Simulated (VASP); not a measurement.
# NaI (Fm-3m) in VASP: notebook

The runs below take NaI through single point, relaxation of cell and atoms, with PBE+D3(BJ).

Everything below comes from runs of VASP 6.6.1. Logs are shortened: lines on timing, memory, paths and dates and some standing lists are left out, and cuts for length are marked.

### 1 The cell of the first run

The structure is cubic, space group Fm-3m (No. 225). The conventional cell has a = 6.356 Å, b = 6.356 Å, c = 6.356 Å, α = 90.00°, β = 90.00°, γ = 90.00°. Within 4.2 Å of Na (site symmetry m-3m) lie 6 I at 3.18 Å. Within 4.2 Å of I (site symmetry m-3m) lie 6 Na at 3.18 Å.

### 2 Single point, PBE+D3(BJ)

INCAR reads:

```
SYSTEM = NaI
  PREC = Accurate
  ENCUT = 520
  EDIFF = 1E-6
  ISMEAR = 0
  SIGMA = 0.02
  LREAL = .FALSE.
  LASPH = .TRUE.
  NELM = 60
  ALGO = Normal
  ISIF = 2
  LWAVE = .FALSE.
  LCHARG = .FALSE.
  GGA = PE
  IVDW = 12
  NBANDS = 14
```

KPOINTS reads:

```
Automatic mesh
0
G
  6 6 6
  0 0 0
```

POSCAR reads:

```
NaI
1.0
    0.0000000000      3.1782011130      3.1782011130
    3.1782011130      0.0000000000      3.1782011130
    3.1782011130      3.1782011130      0.0000000000
Na I
1 1
Direct
    0.0000000000      0.0000000000      0.0000000000
    0.5000000000      0.5000000000      0.5000000000
```

Potentials or basis: VASP PAW PBE potentials, release 64 (Na_pv, I).

Run with:

```bash
cat potpaw_PBE.64/Na_pv/POTCAR potpaw_PBE.64/I/POTCAR > POTCAR
mpirun -np 1 vasp_std > vasp.out
```

OUTCAR:

```text
SYSTEM = NaI
   PREC = Accurate
   ENCUT = 520
   EDIFF = 1E-6
   ISMEAR = 0
   LREAL = .FALSE.
   LASPH = .TRUE.
   NELM = 60
   ISIF = 2
   GGA = PE
   IVDW = 12
 IVDW          = 12

 ion  position               nearest neighbor table
   1  0.000  0.000  0.000-   2 3.18   2 3.18   2 3.18   2 3.18   2 3.18   2 3.18
   2  0.500  0.500  0.500-   1 3.18   1 3.18   1 3.18   1 3.18   1 3.18   1 3.18

  LATTYP: Found a face centered cubic cell.
 ALAT       =     6.3564022260

  Lattice vectors:

 A1 = (   0.0000000000,   3.1782011130,   3.1782011130)
 A2 = (   3.1782011130,   0.0000000000,   3.1782011130)
 A3 = (   3.1782011130,   3.1782011130,   0.0000000000)

Analysis of symmetry for initial positions (statically):
=====================================================================
 Subroutine PRICEL returns:
 Original cell was already a primitive cell.

 Routine SETGRP: Setting up the symmetry group for a
 face centered cubic supercell.

 Subroutine GETGRP returns: Found 48 space group operations
 (whereof 48 operations were pure point group operations)
 out of a pool of 48 trial point group operations.

The static configuration has the point symmetry O_h .

Analysis of symmetry for dynamics (positions and initial velocities):
=====================================================================
 Subroutine PRICEL returns:
 Original cell was already a primitive cell.

 Routine SETGRP: Setting up the symmetry group for a
 face centered cubic supercell.

 Subroutine GETGRP returns: Found 48 space group operations
 (whereof 48 operations were pure point group operations)
 out of a pool of 48 trial point group operations.

The dynamic configuration has the point symmetry O_h .

 Subroutine INISYM returns: Found 48 space group operations
 (whereof 48 operations are pure point group operations),
 and found     1 'primitive' translations

----------------------------------------------------------------------------------------

                                     Primitive cell

  volume of cell :      64.2058

  direct lattice vectors                    reciprocal lattice vectors
     0.000000000  3.178201113  3.178201113    -0.157321699  0.157321699  0.157321699
     3.178201113  0.000000000  3.178201113     0.157321699 -0.157321699  0.157321699
     3.178201113  3.178201113  0.000000000     0.157321699  0.157321699 -0.157321699

  length of vectors
     4.494655118  4.494655118  4.494655118     0.272489176  0.272489176  0.272489176

  position of ions in fractional coordinates (direct lattice)
     0.000000000  0.000000000  0.000000000
     0.500000000  0.500000000  0.500000000

  ion indices of the primitive-cell ions
   primitive index   ion index
                 1           1
                 2           2

----------------------------------------------------------------------------------------

 KPOINTS: Automatic mesh

Automatic generation of k-mesh.
 Grid dimensions read from file:
 generate k-points for:    6    6    6

 Generating k-lattice:

  Cartesian coordinates                     Fractional coordinates (reciprocal lattice)
    -0.026220283  0.026220283  0.026220283     0.166666667  0.000000000  0.000000000
     0.026220283 -0.026220283  0.026220283     0.000000000  0.166666667  0.000000000
     0.026220283  0.026220283 -0.026220283     0.000000000  0.000000000  0.166666667

  Length of vectors
     0.045414863  0.045414863  0.045414863

  Shift w.r.t. Gamma in fractional coordinates (k-lattice)
     0.000000000  0.000000000  0.000000000

 Subroutine IBZKPT returns following result:
 ===========================================

 Found     16 irreducible k-points:

 Following reciprocal coordinates:
            Coordinates               Weight
  0.000000  0.000000  0.000000      1.000000
  0.166667  0.000000  0.000000      8.000000
  0.333333  0.000000  0.000000      8.000000
  0.500000  0.000000  0.000000      4.000000
  0.166667  0.166667  0.000000      6.000000
  0.333333  0.166667  0.000000     24.000000
[... 8 lines left out ...]
 -0.333333  0.333333  0.166667     24.000000
 -0.333333  0.500000  0.166667     12.000000
   k-points           NKPTS =     16   k-points in BZ     NKDIM =     16   number of bands    NBANDS=     14
   number of dos      NEDOS =    301   number of ions     NIONS =      2
   total plane-waves  NPLWV =  46656
   dimension x,y,z NGX =    36 NGY =   36 NGZ =   36
   dimension x,y,z NGXF=    72 NGYF=   72 NGZF=   72
   ions per type =               1   1
   NGX,Y,Z   is equivalent  to a cutoff of  13.32, 13.32, 13.32 a.u.
   NGXF,Y,Z  is equivalent  to a cutoff of  26.63, 26.63, 26.63 a.u.
 SYSTEM =  NaI
   PREC   = accura    normal or accurate (medium, high low for compatibility)
   ISTART =      0    job   : 0-new  1-cont  2-samecut
   ICHARG =      2    charge: 1-file 2-atom 10-const
   ISPIN  =      1    spin polarized calculation?
   LNONCOLLINEAR =      F non collinear calculations
   LSORBIT =      F    spin-orbit coupling
   LASPH  =      T    aspherical Exc in radial PAW
   ENCUT  =  520.0 eV  38.22 Ry    6.18 a.u.   8.36  8.36  8.36*2*pi/ulx,y,z
   NELM   =     60;   NELMIN=  2; NELMDL= -5     # of ELM steps
   EDIFF  = 0.1E-05   stopping-criterion for ELM
   LREAL  =      F    real-space projection
   EDIFFG = 0.1E-04   stopping-criterion for IOM
   NSW    =      0    number of steps for IOM
   IBRION =     -1    ionic relax: 0-MD 1-quasi-New 2-CG
   NFREE  =      0    steps in history (QN), initial steepest desc. (CG)
   ISIF   =      2    stress and relaxation
   ISYM   =      2    0-nonsym 1-usesym 2-fastsym
   POTIM  = 0.5000    time-step for ionic-motion
   TEBEG  =    0.0;   TEEND  =   0.0 temperature during run
   PSTRESS=    0.0 pullay stress
   NELECT =      14.0000    total number of electrons
   NUPDOWN=      -1.0000    fix difference up-down
   EMIN   =  10.00;   EMAX   =-10.00  energy-range for DOS
   EFERMI =   0.00;   METHOD = LEGACY
   ISMEAR =     0;   SIGMA  =   0.02  broadening in eV -4-tet -1-fermi 0-gaus
   EFERMI_NEDOS =   21; number of points for ismear=-14 and -15
   IALGO  =     38    algorithm
   IMIX   =      4    mixing-type and parameters
     AMIX     =   0.40;   BMIX     =  1.00
     AMIX_MAG =   1.60;   BMIX_MAG =  1.00
  volume/ion in A,a.u.               =      32.10       216.64
  Fermi-wavevector in a.u.,A,eV,Ry     =   0.985355  1.862051 13.210234  0.970925
  Thomas-Fermi vector in A             =   2.116656
   LORBIT       =      0    0 simple, 1 ext, 2 COOP (PROOUT), +10 PAW based schemes
   GGA     = PE    functional components
   LHFCALC =     F    Hartree Fock is set to
   AEXX    =    0.0000 exact exchange contribution
   IVDW    =    12    specifies the selected vdW correction
   LEPSILON=     F    determine dielectric tensor
   LRPA    =     F    only Hartree local field effects (RPA)
 non-spin polarized calculation
 Gauss-broadening in eV      SIGMA  =   0.02
  energy-cutoff  :      520.00
  volume of cell :       64.21
 maximum number of plane-waves:      1759
 NGX is ok and might be reduce to    36
   NGX = 17   NGY = 17   NGZ = 17

 number of electron      14.0000003 magnetization

 Free energy of the ion-electron system (eV)
  ---------------------------------------------------
  ext. energy  EPLUGINS =         0.00000000
  ---------------------------------------------------
  free energy    TOTEN  =        -5.36377949 eV

  energy without entropy =       -5.36377949  energy(sigma->0) =       -5.36377949

 E-fermi :   1.3533     XC(G=0):  -7.9262

 val. band max:        1.1988794858   @ k =   0.0000   0.0000   0.0000
 cond. band min:       4.9914471104   @ k =   0.0000   0.0000   0.0000
 fundamental gap:      3.7925676246
 Fermi energy:         1.3532933671

 k-point     1 :       0.0000    0.0000    0.0000
  band No.  band energies     occupation
      1     -21.1840      2.00000
      2     -21.1840      2.00000
      3     -21.1840      2.00000
      4      -9.9665      2.00000
      5       1.1989      2.00000
      6       1.1989      2.00000
      7       1.1989      2.00000
      8       4.9914      0.00000
      9       9.1251      0.00000
     10       9.1251      0.00000
     11       9.1251      0.00000
     12      11.0352      0.00000
     13      11.0352      0.00000
     14      11.6662      0.00000

 k-point     2 :       0.1667    0.0000    0.0000
  band No.  band energies     occupation
      1     -21.1858      2.00000
      2     -21.1841      2.00000
      3     -21.1841      2.00000
      4      -9.8801      2.00000
      5       0.3980      2.00000
      6       1.1139      2.00000
      7       1.1139      2.00000
      8       5.8301      0.00000
      9       8.6664      0.00000
     10       9.3397      0.00000
     11       9.3397      0.00000
     12      10.5277      0.00000
     13      10.5277      0.00000
     14      12.1956      0.00000

 k-point     3 :       0.3333    0.0000    0.0000
  band No.  band energies     occupation
      1     -21.1893      2.00000
      2     -21.1843      2.00000
      3     -21.1843      2.00000
      4      -9.6955      2.00000
      5      -0.7240      2.00000
      6       0.9560      2.00000
      7       0.9560      2.00000
      8       6.3634      0.00000
      9       8.9455      0.00000
     10       8.9455      0.00000
     11       9.4656      0.00000
     12      11.4896      0.00000
     13      11.5945      0.00000
     14      11.5945      0.00000

 k-point     4 :       0.5000    0.0000    0.0000
  band No.  band energies     occupation
      1     -21.1911      2.00000
      2     -21.1844      2.00000
      3     -21.1844      2.00000
      4      -9.5964      2.00000
      5      -1.1823      2.00000
      6       0.8823      2.00000
      7       0.8823      2.00000
      8       6.3041      0.00000
      9       8.6876      0.00000
     10       8.6876      0.00000
     11      10.3367      0.00000
     12      11.6388      0.00000
     13      13.6693      0.00000
     14      13.6693      0.00000

 k-point     5 :       0.1667    0.1667    0.0000
  band No.  band energies     occupation
      1     -21.1855      2.00000
      2     -21.1846      2.00000
      3     -21.1846      2.00000
      4      -9.8531      2.00000
      5       0.4054      2.00000
      6       0.9627      2.00000
      7       0.9627      2.00000
      8       6.1422      0.00000
      9       8.0813      0.00000
     10       9.3262      0.00000
     11       9.8008      0.00000
[... 140 lines left out ...]
 k-point    14 :       0.5000    0.3333    0.1667
  band No.  band energies     occupation
      1     -21.1888      2.00000
      2     -21.1864      2.00000
      3     -21.1851      2.00000
      4      -9.5846      2.00000
      5      -0.6402      2.00000
      6       0.1869      2.00000
      7       0.6329      2.00000
      8       7.2492      0.00000
      9       7.9304      0.00000
     10       8.3033      0.00000
     11      10.4097      0.00000
     12      11.4655      0.00000
     13      13.5847      0.00000
     14      14.3956      0.00000

 k-point    15 :      -0.3333    0.3333    0.1667
  band No.  band energies     occupation
      1     -21.1890      2.00000
      2     -21.1869      2.00000
      3     -21.1855      2.00000
      4      -9.5223      2.00000
      5      -0.6850      2.00000
      6      -0.0943      2.00000
      7       0.4816      2.00000
      8       7.3176      0.00000
      9       7.9131      0.00000
     10       9.1979      0.00000
     11       9.8397      0.00000
     12      11.8000      0.00000
     13      13.2543      0.00000
     14      14.3972      0.00000

 k-point    16 :      -0.3333    0.5000    0.1667
  band No.  band energies     occupation
      1     -21.1885      2.00000
      2     -21.1870      2.00000
      3     -21.1864      2.00000
      4      -9.4995      2.00000
      5      -0.6347      2.00000
      6      -0.0202      2.00000
      7       0.2189      2.00000
      8       6.6473      0.00000
      9       7.6761      0.00000
     10       9.9343      0.00000
     11       9.9950      0.00000
     12      13.1340      0.00000
     13      13.9369      0.00000
     14      14.1438      0.00000

------------------------ aborting loop because EDIFF is reached ----------------------------------------

 Edisp (eV)   -0.53615

 E8    (eV) :    -0.2484

  FORCE on cell =-STRESS in cart. coord.  units (eV):
  Direction    XX          YY          ZZ          XY          YZ          ZX
  --------------------------------------------------------------------------------------
  -------------------------------------------------------------------------------------
  Total       0.02303     0.02303     0.02303     0.00000     0.00000    -0.00000
  in kB       0.57480     0.57480     0.57480     0.00000     0.00000    -0.00000
  external pressure =        0.57 kB  Pullay stress =        0.00 kB

 VOLUME and BASIS-vectors are now :
 -----------------------------------------------------------------------------
  energy-cutoff  :      520.00
  volume of cell :       64.21
      direct lattice vectors                 reciprocal lattice vectors
     0.000000000  3.178201113  3.178201113    -0.157321699  0.157321699  0.157321699
     3.178201113  0.000000000  3.178201113     0.157321699 -0.157321699  0.157321699
     3.178201113  3.178201113  0.000000000     0.157321699  0.157321699 -0.157321699

 POSITION                                       TOTAL-FORCE (eV/Angst)
 -----------------------------------------------------------------------------------
      0.00000      0.00000      0.00000         0.000000      0.000000     -0.000000
      3.17820      3.17820      3.17820        -0.000000     -0.000000      0.000000
 -----------------------------------------------------------------------------------
    total drift:                                0.000000      0.000000      0.000000

  FREE ENERGIE OF THE ION-ELECTRON SYSTEM (eV)
  ---------------------------------------------------
  free  energy   TOTEN  =        -5.8999294490 eV

  energy  without entropy=       -5.8999294490  energy(sigma->0) =       -5.89992945
```

It took 5.6 s on 1 thread of Intel Xeon 6975P-C (Granite Rapids), shared host; peak memory 0.21 GiB.

Results:

```yaml
Free_energy: -5.8999 eV
Pressure: 0.1 GPa
Band_gap_on_the_k_mesh: 3.79 eV, direct
Dispersion_energy_per_atom: -0.268 eV
```

Caveat: spin-orbit coupling is left out, which moves the levels of the heavy elements.

### 3 Relaxation of cell and atoms, PBE+D3(BJ)

This run uses another cell than the first one, of 33.34 Å³/atom, 1.039 times its volume.

INCAR reads:

```
PREC = Accurate
ENCUT = 600
EDIFF = 1E-7
ISMEAR = 0
SIGMA = 0.02
LREAL = False
LASPH = True
NELM = 80
ALGO = Normal
ISIF = 3
LWAVE = False
LCHARG = False
GGA = PE
IVDW = 12
IBRION = 2
NSW = 100
EDIFFG = -0.01
```

KPOINTS reads:

```
Automatic mesh
0
Gamma
  6 6 6
```

POSCAR reads:

```
NaI
1.0
    0.0000000000      3.2186567800      3.2186567800
    3.2186567800      0.0000000000      3.2186567800
    3.2186567800      3.2186567800      0.0000000000
Na I
1 1
Direct
    0.0000000000      0.0000000000      0.0000000000
    0.5000000000      0.5000000000      0.5000000000
```

Potentials or basis: VASP PAW PBE potentials, release 64 (Na_pv, I).

Run with:

```bash
cat potpaw_PBE.64/Na_pv/POTCAR potpaw_PBE.64/I/POTCAR > POTCAR
mpirun -np 1 vasp_std > vasp.out
```

Wall time 15 s (1 thread of Intel Xeon 6975P-C (Granite Rapids), shared host); peak memory 0.22 GiB.

It converged, with:

```yaml
Free_energy: -5.9001 eV
Relaxed_volume: 32.17 Å³/atom
Relaxed_cell: a = 4.498 Å, b = 4.498 Å, c = 4.498 Å, α = 60.00°, β = 60.00°, γ = 60.00°
Space_group_after_relaxing_to_0.05_Å: Fm-3m (No. 225)
Energy_gained_by_relaxing: 2.3 meV/atom
Ionic_steps: 3
Pressure_after_relaxing: 0.0 GPa
Band_gap_on_the_k_mesh: 3.79 eV, direct
Dispersion_energy_per_atom: -0.267 eV
```

Step by step:
```tsv
step	energy change (eV)	largest force (eV/Å)	pressure (GPa)	volume (Å³)
1	0.0000	0.0000	-0.62	66.69
2	-0.0036	0.0000	-0.31	65.45
3	-0.0047	0.0000	0.02	64.35
```

Final structure:
```
CELL_PARAMETERS angstrom
0.00000 3.18056 3.18056
3.18056 0.00000 3.18056
3.18056 3.18056 0.00000
ATOMIC_POSITIONS crystal
Na 0.00000 0.00000 0.00000
I 0.50000 0.50000 0.50000
```

Levels at points of the mesh, in eV from the valence-band top:
| k point | band 3 | band 4 | band 5 | band 6 | band 7 | band 8 | band 9 | band 10 | band 11 |
| --- | --- | --- | --- | --- | --- | --- | --- | --- | --- |
| (0.00, 0.00, 0.00) | -22.38 | -11.16 | 0.00 | 0.00 | 0.00 | 3.79 | 7.93 | 7.93 | 7.93 |
| (0.50, 0.00, 0.00) | -22.38 | -10.79 | -2.37 | -0.32 | -0.32 | 5.11 | 7.49 | 7.49 | 9.12 |
| (0.50, 0.50, 0.00) | -22.38 | -10.70 | -2.08 | -0.82 | -0.82 | 4.53 | 5.46 | 10.21 | 11.62 |

Caveat: spin-orbit coupling is left out, which moves the levels of the heavy elements.
